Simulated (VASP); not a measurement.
# Cd (Fmmm) in VASP: a series of runs

The runs below take Cd through single point, with PBE.

All numbers are computed with VASP 6.6.1; they aren't measurements. Logs are shortened: lines on timing, memory, paths and dates and some standing lists are left out, and cuts for length are marked.

### 1 The cell of the first run

The structure is orthorhombic, space group Fmmm (No. 69). Conventional cell: a = 4.328 Å, b = 4.508 Å, c = 4.689 Å, α = 90.00°, β = 90.00°, γ = 90.00°. Cd (site symmetry mmm) has 12 Cd at 3.12 to 3.25 Å within 4.1 Å.

### 2 Single point, PBE (normal strain along x -0.0400, normal strain along y +0.0400)

INCAR reads:

```
SYSTEM = Cd
ALGO = Fast
EDIFF = 1E-7
ENCUT = 520
GGA = PE
ISIF = 2
ISMEAR = 0
LASPH = .True.
LCHARG = .False.
LREAL = .False.
LWAVE = .False.
NBANDS = 12
NELM = 100
PREC = Accurate
SIGMA = 0.15
```

KPOINTS reads:

```
k-points
0
Gamma
  18 18 18
  0 0 0
```

POSCAR reads:

```
Cd
1.0
    0.0000000000      2.3443196358      2.2541534960
    2.1639873562      0.0000000000      2.2541534960
    2.1639873562      2.3443196358      0.0000000000
Cd
1
Direct
    0.0000000000      0.0000000000      0.0000000000
```

Potentials or basis: VASP PAW PBE potentials, release 64 (Cd).

The run is started by

```
> cat potpaw_PBE.64/Cd/POTCAR > POTCAR
> mpirun -np 1 vasp_std > vasp.out
```

OUTCAR:

```text
SYSTEM = Cd
   EDIFF = 1E-7
   ENCUT = 520
   GGA = PE
   ISIF = 2
   ISMEAR = 0
   LASPH = .True.
   LREAL = .False.
   NELM = 100
   PREC = Accurate

 ion  position               nearest neighbor table
   1  0.000  0.000  0.000-

  LATTYP: Found a face centered orthorhombic cell.
 ALAT       =     4.3279747124
 B/A-ratio  =     1.0416666666
 C/A-ratio  =     1.0833333333

  Lattice vectors:

 A1 = (   0.0000000000,   2.3443196358,  -2.2541534960)
 A2 = (   2.1639873562,   2.3443196358,   0.0000000000)
 A3 = (   2.1639873562,   0.0000000000,  -2.2541534960)

Analysis of symmetry for initial positions (statically):
=====================================================================
 Subroutine PRICEL returns:
 Original cell was already a primitive cell.

 Routine SETGRP: Setting up the symmetry group for a
 face centered orthorhombic supercell.

 Subroutine GETGRP returns: Found  8 space group operations
 (whereof  8 operations were pure point group operations)
 out of a pool of  8 trial point group operations.

The static configuration has the point symmetry D_2h.

Analysis of symmetry for dynamics (positions and initial velocities):
=====================================================================
 Subroutine PRICEL returns:
 Original cell was already a primitive cell.

 Routine SETGRP: Setting up the symmetry group for a
 face centered orthorhombic supercell.

 Subroutine GETGRP returns: Found  8 space group operations
 (whereof  8 operations were pure point group operations)
 out of a pool of  8 trial point group operations.

The dynamic configuration has the point symmetry D_2h.

 Subroutine INISYM returns: Found  8 space group operations
 (whereof  8 operations are pure point group operations),
 and found     1 'primitive' translations

----------------------------------------------------------------------------------------

                                     Primitive cell

  volume of cell :      22.8710

  direct lattice vectors                    reciprocal lattice vectors
     0.000000000  2.344319636  2.254153496    -0.231054954  0.213281496  0.221812756
     2.163987356  0.000000000  2.254153496     0.231054954 -0.213281496  0.221812756
[... 87 lines left out ...]
   IBRION =     -1    ionic relax: 0-MD 1-quasi-New 2-CG
   NFREE  =      0    steps in history (QN), initial steepest desc. (CG)
   ISIF   =      2    stress and relaxation
   ISYM   =      2    0-nonsym 1-usesym 2-fastsym
   POTIM  = 0.5000    time-step for ionic-motion
   TEBEG  =    0.0;   TEEND  =   0.0 temperature during run
   PSTRESS=    0.0 pullay stress
   NELECT =      12.0000    total number of electrons
   NUPDOWN=      -1.0000    fix difference up-down
   EMIN   =  10.00;   EMAX   =-10.00  energy-range for DOS
   EFERMI =   0.00;   METHOD = LEGACY
   ISMEAR =     0;   SIGMA  =   0.15  broadening in eV -4-tet -1-fermi 0-gaus
   EFERMI_NEDOS =   21; number of points for ismear=-14 and -15
   IALGO  =     68    algorithm
   IMIX   =      4    mixing-type and parameters
     AMIX     =   0.40;   BMIX     =  1.00
     AMIX_MAG =   1.60;   BMIX_MAG =  1.00
  volume/ion in A,a.u.               =      22.87       154.34
  Fermi-wavevector in a.u.,A,eV,Ry     =   1.320404  2.495202 23.721313  1.743467
  Thomas-Fermi vector in A             =   2.450233
   LORBIT       =      0    0 simple, 1 ext, 2 COOP (PROOUT), +10 PAW based schemes
   GGA     = PE    functional components
   LHFCALC =     F    Hartree Fock is set to
   AEXX    =    0.0000 exact exchange contribution
   IVDW    =     0    specifies the selected vdW correction
   LEPSILON=     F    determine dielectric tensor
   LRPA    =     F    only Hartree local field effects (RPA)
 non-spin polarized calculation
 RMM-DIIS sequential band-by-band and
 Gauss-broadening in eV      SIGMA  =   0.15
  energy-cutoff  :      520.00
  volume of cell :       22.87
 maximum number of plane-waves:       640
   NGX = 13   NGY = 11   NGZ = 11

 number of electron      11.9999992 magnetization

 Free energy of the ion-electron system (eV)
  ---------------------------------------------------
  ext. energy  EPLUGINS =         0.00000000
  ---------------------------------------------------
  free energy    TOTEN  =        -0.73525286 eV

  energy without entropy =       -0.73107690  energy(sigma->0) =       -0.73316488

 E-fermi :   2.4968     XC(G=0): -10.7413

 val. band max:        2.4959053417   @ k =   0.3889  -0.3333   0.2222
 cond. band min:       2.5027023161   @ k =  -0.3889   0.0000   0.2222
 fundamental gap:      0.0067969744
 Fermi energy:         2.4968491298

 k-point     1 :       0.0000    0.0000    0.0000
  band No.  band energies     occupation
      1      -6.6285      2.00000
      2      -6.4997      2.00000
      3      -6.3921      2.00000
      4      -6.2013      2.00000
      5      -6.0147      2.00000
      6      -5.9380      2.00000
      7      16.2983      0.00000
      8      16.9912      0.00000
      9      17.0207      0.00000
     10      17.1034      0.00000
     11      20.2322      0.00000
     12      20.3493      0.00000
[... 331 lines left out ...]
 k-point    24 :      -0.2222    0.0556    0.0000
  band No.  band energies     occupation
      1      -6.6947      2.00000
      2      -6.4857      2.00000
      3      -6.3317      2.00000
      4      -6.1044      2.00000
      5      -6.0135      2.00000
      6      -4.2982      2.00000
      7       8.9668      0.00000
      8      13.8896      0.00000
      9      15.8465      0.00000
     10      17.4871      0.00000
     11      18.2626      0.00000
     12      20.6875      0.00000

 [... further k-points ...]

------------------------ aborting loop because EDIFF is reached ----------------------------------------

  FORCE on cell =-STRESS in cart. coord.  units (eV):
  Direction    XX          YY          ZZ          XY          YZ          ZX
  --------------------------------------------------------------------------------------
  -------------------------------------------------------------------------------------
  Total        0.1909056     -0.1587200      0.0973951      0.0000000      0.0000000      0.0000000
  in kB       13.3734755    -11.1187846      6.8227997      0.0000000      0.0000000      0.0000000
  external PRESSURE =       3.0258302 kB  Pullay stress =       0.0000000 kB

 VOLUME and BASIS-vectors are now :
 -----------------------------------------------------------------------------
  energy-cutoff  :      520.00
  volume of cell :       22.87
      direct lattice vectors                 reciprocal lattice vectors
     0.000000000  2.344319636  2.254153496    -0.231054954  0.213281496  0.221812756
     2.163987356  0.000000000  2.254153496     0.231054954 -0.213281496  0.221812756
     2.163987356  2.344319636  0.000000000     0.231054954  0.213281496 -0.221812756

 POSITION                                       TOTAL-FORCE (eV/Angst)
 -----------------------------------------------------------------------------------
      0.00000      0.00000      0.00000         0.000000      0.000000      0.000000
 -----------------------------------------------------------------------------------
    total drift:                                0.000000     -0.000000     -0.000000

  FREE ENERGIE OF THE ION-ELECTRON SYSTEM (eV)
  ---------------------------------------------------
  free  energy   TOTEN  =        -0.7352528611 eV

  energy  without entropy=       -0.7310769032  energy(sigma->0) =       -0.73316488
```

OSZICAR:

```text
N       E                     dE             d eps       ncg     rms          rms(c)
DAV:   1     0.696263475601E+02    0.69626E+02   -0.69159E+03 22344   0.982E+02
DAV:   2     0.517485992920E+00   -0.69109E+02   -0.65448E+02 22668   0.234E+02
DAV:   3    -0.773288282914E+00   -0.12908E+01   -0.12901E+01 24664   0.360E+01
DAV:   4    -0.774908212016E+00   -0.16199E-02   -0.16199E-02 23168   0.125E+00
DAV:   5    -0.774912076256E+00   -0.38642E-05   -0.38642E-05 24636   0.616E-02    0.274E+00
RMM:   6    -0.736382049034E+00    0.38530E-01   -0.72170E-02 21209   0.281E+00    0.224E+00
RMM:   7    -0.734923735014E+00    0.14583E-02   -0.61019E-03 21930   0.718E-01    0.114E+00
RMM:   8    -0.735213609410E+00   -0.28987E-03   -0.16542E-03 22029   0.603E-01    0.815E-02
RMM:   9    -0.735247238690E+00   -0.33629E-04   -0.83778E-05 23142   0.103E-01    0.520E-02
RMM:  10    -0.735253149463E+00   -0.59108E-05   -0.27268E-05 22963   0.762E-02    0.632E-03
RMM:  11    -0.735252835403E+00    0.31406E-06   -0.17149E-06 23388   0.142E-02    0.327E-03
RMM:  12    -0.735252861119E+00   -0.25716E-07   -0.18242E-07 18476   0.593E-03
   1 F= -.73525286E+00 E0= -.73316488E+00  d E =-.417596E-02
```

stdout:

```text
POSCAR found type information on POSCAR Cd
 POSCAR found :  1 types and       1 ions
 scaLAPACK will be used
 LDA part: xc-table for (Slater+PW92), standard interpolation
 POSCAR, INCAR and KPOINTS ok, starting setup
 FFT: planning ... GRIDC
 FFT: planning ... GRID_SOFT
 FFT: planning ... GRID
 WAVECAR not read
 entering main loop
```

It took 6.1 min on 1 thread of AMD EPYC 7R13, shared host; peak memory 0.3 GiB.

What came out:

```yaml
Free_energy: -0.7353 eV
Pressure: 0.3 GPa
Band_gap_on_the_k_mesh: zero (band 6 reaches 4.41 eV, above the bottom of band 7 at 1.13 eV)
```

Stress tensor (GPa, compression positive):
```
 1.34  0.00  0.00
 0.00 -1.11  0.00
 0.00  0.00  0.68
```

Levels at points of the mesh, in eV from the Fermi level:
```tsv
k point	band 4	band 5	band 6	band 7	band 8	band 9
(0.00, 0.00, 0.00)	-8.70	-8.51	-8.43	13.80	14.49	14.52
(0.50, 0.00, 0.00)	-8.30	-8.22	-2.12	-1.36	11.14	12.40
(0.50, 0.50, 0.00)	-8.25	-8.10	-0.68	1.22	6.55	6.85
(0.50, 0.00, 0.50)	-8.22	-8.15	-1.14	0.43	7.22	7.35
(0.00, 0.50, 0.50)	-8.21	-8.12	-0.13	2.06	5.96	6.12
```

Caveat: the cell differs from its parent crystal (normal strain along x -0.0400, normal strain along y +0.0400).

### 3 Single point, PBE (normal strain along x -0.0267, normal strain along y +0.0267)

INCAR reads:

```
SYSTEM = Cd
PREC = Accurate ; ENCUT = 520
EDIFF = 1E-6 ; ISMEAR = 0
SIGMA = 0.15 ; LREAL = .FALSE.
LASPH = .TRUE. ; NELM = 60
ALGO = Fast ; ISIF = 2
LWAVE = .FALSE. ; LCHARG = .FALSE.
GGA = PE ; NBANDS = 12
```

KPOINTS reads:

```
regular mesh
0
G
  18 18 18
  0 0 0
```

POSCAR reads:

```
Cd
1.0
    0.0000000000      2.3143393943      2.2541534960
    2.1939675977      0.0000000000      2.2541534960
    2.1939675977      2.3143393943      0.0000000000
Cd
1
Direct
    0.0000000000      0.0000000000      0.0000000000
```

Potentials or basis: VASP PAW PBE potentials, release 64 (Cd).

The run is started by

```
> cat potpaw_PBE.64/Cd/POTCAR > POTCAR
> mpirun -np 1 vasp_std > vasp.out
```

OUTCAR:

```text
SYSTEM = Cd
   PREC = Accurate
   ENCUT = 520
   EDIFF = 1E-6
   ISMEAR = 0
   LREAL = .FALSE.
   LASPH = .TRUE.
   NELM = 60
   ISIF = 2
   GGA = PE

 ion  position               nearest neighbor table
   1  0.000  0.000  0.000-

  LATTYP: Found a face centered orthorhombic cell.
 ALAT       =     4.3879351954
 B/A-ratio  =     1.0274324463
 C/A-ratio  =     1.0548648926

  Lattice vectors:

 A1 = (   0.0000000000,   2.3143393943,  -2.2541534960)
 A2 = (   2.1939675977,   2.3143393943,   0.0000000000)
 A3 = (   2.1939675977,   0.0000000000,  -2.2541534960)

Analysis of symmetry for initial positions (statically):
=====================================================================
 Subroutine PRICEL returns:
 Original cell was already a primitive cell.

 Routine SETGRP: Setting up the symmetry group for a
 face centered orthorhombic supercell.

 Subroutine GETGRP returns: Found  8 space group operations
 (whereof  8 operations were pure point group operations)
 out of a pool of  8 trial point group operations.

The static configuration has the point symmetry D_2h.

Analysis of symmetry for dynamics (positions and initial velocities):
[... 169 lines left out ...]
      3      -6.4354      2.00000
      4      -6.1714      2.00000
      5      -6.0474      2.00000
      6      -5.9388      2.00000
      7      16.2542      0.00000
      8      16.9657      0.00000
      9      16.9920      0.00000
     10      17.0420      0.00000
     11      20.2278      0.00000
     12      20.3044      0.00000
[... 331 lines left out ...]
 k-point    24 :      -0.2222    0.0556    0.0000
  band No.  band energies     occupation
      1      -6.6933      2.00000
      2      -6.4674      2.00000
      3      -6.3628      2.00000
      4      -6.1061      2.00000
      5      -6.0221      2.00000
      6      -4.3026      2.00000
      7       8.9429      0.00000
      8      13.8674      0.00000
      9      16.1228      0.00000
     10      17.2126      0.00000
     11      18.6184      0.00000
     12      20.2925      0.00000

 [... further k-points ...]

------------------------ aborting loop because EDIFF is reached ----------------------------------------

  FORCE on cell =-STRESS in cart. coord.  units (eV):
  Direction    XX          YY          ZZ          XY          YZ          ZX
  --------------------------------------------------------------------------------------
  -------------------------------------------------------------------------------------
  Total        0.1306238     -0.0877430      0.0560552      0.0000000      0.0000000      0.0000000
  in kB        9.1424424     -6.1411877      3.9233389      0.0000000      0.0000000      0.0000000
  external PRESSURE =       2.3081978 kB  Pullay stress =       0.0000000 kB

 VOLUME and BASIS-vectors are now :
 -----------------------------------------------------------------------------
  energy-cutoff  :      520.00
  volume of cell :       22.89
      direct lattice vectors                 reciprocal lattice vectors
     0.000000000  2.314339394  2.254153496    -0.227897623  0.216044372  0.221812756
     2.193967598  0.000000000  2.254153496     0.227897623 -0.216044372  0.221812756
     2.193967598  2.314339394  0.000000000     0.227897623  0.216044372 -0.221812756

 POSITION                                       TOTAL-FORCE (eV/Angst)
 -----------------------------------------------------------------------------------
      0.00000      0.00000      0.00000         0.000000      0.000000      0.000000
 -----------------------------------------------------------------------------------
    total drift:                                0.000000     -0.000000     -0.000000

  FREE ENERGIE OF THE ION-ELECTRON SYSTEM (eV)
  ---------------------------------------------------
  free  energy   TOTEN  =        -0.7390920475 eV

  energy  without entropy=       -0.7349392725  energy(sigma->0) =       -0.73701566
```

OSZICAR:

```text
N       E                     dE             d eps       ncg     rms          rms(c)
DAV:   1     0.703118169806E+02    0.70312E+02   -0.69310E+03 22272   0.984E+02
DAV:   2     0.527344366485E+00   -0.69784E+02   -0.66051E+02 22652   0.235E+02
DAV:   3    -0.776988376994E+00   -0.13043E+01   -0.13037E+01 24620   0.362E+01
DAV:   4    -0.778629933609E+00   -0.16416E-02   -0.16415E-02 23260   0.127E+00
DAV:   5    -0.778633843178E+00   -0.39096E-05   -0.39097E-05 24720   0.620E-02    0.272E+00
RMM:   6    -0.740171687532E+00    0.38462E-01   -0.72155E-02 21214   0.281E+00    0.223E+00
RMM:   7    -0.738751718245E+00    0.14200E-02   -0.60948E-03 21961   0.718E-01    0.113E+00
RMM:   8    -0.739052800016E+00   -0.30108E-03   -0.16592E-03 22000   0.604E-01    0.817E-02
RMM:   9    -0.739086409723E+00   -0.33610E-04   -0.83724E-05 23188   0.103E-01    0.519E-02
RMM:  10    -0.739092359116E+00   -0.59494E-05   -0.27316E-05 22979   0.762E-02    0.630E-03
RMM:  11    -0.739092047477E+00    0.31164E-06   -0.17191E-06 16102   0.142E-02
   1 F= -.73909205E+00 E0= -.73701566E+00  d E =-.415277E-02
```

Wall time 4.7 min (1 thread of AMD EPYC 7R13, shared host); peak memory 0.3 GiB.

Results:

```
Free energy            : -0.7391 eV
Pressure               : 0.2 GPa
Band gap on the k mesh : zero (band 6 reaches 4.37 eV, above the bottom of band 7 at 1.12 eV)
```

Stress tensor (GPa, compression positive):
```
 0.91  0.00  0.00
 0.00 -0.61  0.00
 0.00  0.00  0.39
```

Levels at points of the mesh, in eV from the Fermi level:
| k point | band 2 | band 3 | band 4 | band 5 | band 6 | band 7 | band 8 | band 9 | band 10 | band 11 |
| --- | --- | --- | --- | --- | --- | --- | --- | --- | --- | --- |
| (0.00, 0.00, 0.00) | -8.97 | -8.90 | -8.63 | -8.51 | -8.40 | 13.79 | 14.50 | 14.53 | 14.58 | 17.77 |
| (0.50, 0.00, 0.00) | -9.03 | -8.91 | -8.26 | -8.20 | -2.09 | -1.35 | 11.51 | 12.41 | 13.34 | 15.48 |
| (0.50, 0.50, 0.00) | -9.48 | -8.26 | -8.20 | -8.09 | -0.65 | 1.25 | 6.59 | 6.79 | 10.78 | 10.79 |
| (0.50, 0.00, 0.50) | -9.47 | -8.25 | -8.18 | -8.13 | -0.96 | 0.72 | 7.05 | 7.14 | 11.15 | 11.22 |
| (0.00, 0.50, 0.50) | -9.48 | -8.25 | -8.17 | -8.11 | -0.29 | 1.80 | 6.21 | 6.32 | 10.29 | 10.40 |

Caveat: the cell differs from its parent crystal (normal strain along x -0.0267, normal strain along y +0.0267).

### 4 Single point, PBE (normal strain along x -0.0267, normal strain along y +0.0400)

INCAR reads:

```
SYSTEM = Cd
PREC     = Accurate       ! precision mode
ENCUT    = 520            ! plane-wave cutoff, eV
EDIFF    = 1E-7           ! SCF threshold, eV
ISMEAR   = 0              ! smearing method
SIGMA    = 0.15           ! smearing width, eV
LREAL    = .FALSE.        ! projectors in reciprocal space
LASPH    = .TRUE.         ! aspherical terms in the spheres
NELM     = 100            ! most SCF steps
ALGO     = Fast           ! electronic algorithm
ISIF     = 2              ! what is computed and relaxed
LWAVE    = .FALSE.        ! write WAVECAR
LCHARG   = .FALSE.        ! write CHGCAR
GGA      = PE             ! functional
NBANDS   = 12             ! bands
```

KPOINTS is that of step 3.

POSCAR reads:

```
Cd
1.0
    0.0000000000      2.3443196358      2.2541534960
    2.1939675977      0.0000000000      2.2541534960
    2.1939675977      2.3443196358      0.0000000000
Cd
1
Direct
    0.0000000000      0.0000000000      0.0000000000
```

The run is started by

```
> cat potpaw_PBE.64/Cd/POTCAR > POTCAR
> mpirun -np 1 vasp_std > vasp.out
```

Run time: 4.6 min. Hardware: 1 thread of AMD EPYC 7R13, shared host; peak memory 0.3 GiB.

It converged, with:

```yaml
Free_energy: -0.7371 eV
Pressure: -0.3 GPa
Band_gap_on_the_k_mesh: zero (band 6 reaches 4.20 eV, above the bottom of band 7 at 1.01 eV)
```

Stress tensor (GPa, compression positive):
```
 0.52  0.00  0.00
 0.00 -1.49  0.00
 0.00  0.00  0.06
```

Levels at points of the mesh, in eV from the Fermi level:
```tsv
k point	band 2	band 3	band 4	band 5	band 6	band 7	band 8	band 9	band 10	band 11
(0.00, 0.00, 0.00)	-8.94	-8.87	-8.64	-8.49	-8.32	13.75	14.36	14.39	14.47	17.61
(0.50, 0.00, 0.00)	-9.02	-8.88	-8.27	-8.20	-2.05	-1.37	11.18	12.42	13.37	15.16
(0.50, 0.50, 0.00)	-9.44	-8.26	-8.21	-8.08	-0.57	1.28	6.45	6.71	10.60	10.64
(0.50, 0.00, 0.50)	-9.44	-8.25	-8.18	-8.14	-1.04	0.50	7.12	7.21	11.17	11.25
(0.00, 0.50, 0.50)	-9.45	-8.25	-8.18	-8.10	-0.22	1.83	6.07	6.23	10.11	10.26
```

Caveat: the cell differs from its parent crystal (normal strain along x -0.0267, normal strain along y +0.0400).

### 5 Summary

```tsv
cell	further INCAR settings	gap on the mesh (eV)	pressure (GPa)
a = 3.252, b = 3.125, c = 3.190 Å, angles 62.0, 58.0, 60.0°, 1 atom	ALGO = Fast; EDIFF = 1e-07; NBANDS = 12	none	0.3
a = 3.231, b = 3.146, c = 3.189 Å, angles 61.3, 58.7, 60.0°, 1 atom	ALGO = Fast; EDIFF = 1e-06; NBANDS = 12	none	0.2
a = 3.252, b = 3.146, c = 3.211 Å, angles 61.5, 58.2, 60.2°, 1 atom	ALGO = Fast; EDIFF = 1e-07; NBANDS = 12	none	-0.3
```

Alike in all rows: task single point; level PBE; potentials or basis VASP PAW PBE potentials, release 64 (Cd); no spin polarisation; k mesh 18 × 18 × 18; cutoff (eV) 520; smearing gaussian 0.15 eV.

Absolute energies hang on the potentials; compare differences alone.
